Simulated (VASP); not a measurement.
Si:

```
CELL_PARAMETERS angstrom
-1.40625 1.40625 1.40625
1.40625 -1.40625 1.40625
1.40625 1.40625 -1.40625
ATOMIC_POSITIONS crystal
Si 0.00000 0.00000 0.00000
```

```yaml
Program: VASP 6.6.1
Task: relaxation of cell and atoms
Functional: PBE
Potentials_or_basis: VASP PAW PBE potentials, release 64 (Si)
Cutoff: 600 eV
k_mesh: 18 × 18 × 18
Occupations: fermi-dirac, width 0.05 eV
Spin: no spin polarisation
```

At the start: pressure 46.1 GPa; volume 11.12 Å³/atom.

Question: Where does the relaxation end?

Answer: Over 5 steps the energy falls by 395.9 meV/atom and the volume is 14.65 Å³/atom (+31.7 %); space group Im-3m (No. 229, to 0.05 Å).

The path:
| step | energy change (eV) | largest force (eV/Å) | pressure (GPa) | volume (Å³) |
| --- | --- | --- | --- | --- |
| 1 | 0.0000 | 0.0000 | 46.10 | 11.12 |
| 2 | -0.3044 | 0.0000 | -10.34 | 17.11 |
| 3 | -0.3959 | 0.0000 | 0.32 | 14.60 |
| 4 | -0.3959 | 0.0000 | -0.16 | 14.68 |
| 5 | -0.3959 | 0.0000 | 0.02 | 14.65 |

Final structure:
```
Si
1.0
    -1.54130    1.54130    1.54130
     1.54130   -1.54130    1.54130
     1.54130    1.54130   -1.54130
Si
1
Direct
  0.00000 0.00000 0.00000
```

Caveat: the volume moved by over 15 % at a fixed basis, so the end points are rough.
